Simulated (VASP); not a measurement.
A run of VASP 6.6.1 is set up as follows.

The input INCAR:

```
SYSTEM = C
PREC     = Accurate       ! precision mode
ENCUT    = 520            ! plane-wave cutoff, eV
EDIFF    = 1E-6           ! SCF threshold, eV
ISMEAR   = -1             ! smearing method
SIGMA    = 0.02           ! smearing width, eV
LREAL    = .False.        ! projectors in reciprocal space
LASPH    = .True.         ! aspherical terms in the spheres
NELM     = 60             ! most SCF steps
ALGO     = Normal         ! electronic algorithm
ISIF     = 2              ! what is computed and relaxed
LWAVE    = .False.        ! write WAVECAR
LCHARG   = .True.         ! write CHGCAR
LDIPOL   = .True.       
IDIPOL   = 3            
DIPOL    = 0.5 0.5 0.500
GGA      = PS             ! functional
LELF     = .True.         ! ELF
LVHAR    = .True.       
LVACPOTAV= .True.       
NBANDS   = 21             ! bands
```

File KPOINTS:

```
Automatic mesh
0
Gamma
  12 12 1
  0 0 0
```

The input POSCAR:

```
C
1.0
    2.5129241670      0.0000000000      0.0000000000
    0.0000000000      2.5129241670      0.0000000000
    0.0000000000      0.0000000000     20.4423000000
C
6
Direct
    0.7500000000      0.0000000000      0.3952345691
    0.2500000000      0.0000000000      0.4331214893
    0.2500000000      0.5000000000      0.4790201954
    0.7500000000      0.5000000000      0.5209798052
    0.7500000000      0.0000000000      0.5668785103
    0.2500000000      0.0000000000      0.6047654307
```

Potentials or basis: VASP PAW PBE potentials, release 64 (C).

Launch:

```bash
$ cat potpaw_PBE.64/C/POTCAR > POTCAR
$ mpirun -np 1 vasp_std > vasp.out
```

Task: Predict the largest force.

Result: 0.060 eV/Å.

Task: Predict the band gap on the k mesh.

Result: Zero (band 12 reaches -2.31 eV, above the bottom of band 13 at -3.07 eV).

Forces in eV/Å, atoms in the order of the input:
```
C    0.000  0.000 -0.060
C    0.000  0.000  0.012
C    0.000  0.000 -0.009
C    0.000  0.000  0.009
C    0.000  0.000 -0.012
C    0.000  0.000  0.060
```

Caveat: the PAW data sets were made with another functional, which shifts forces and pressure a little.
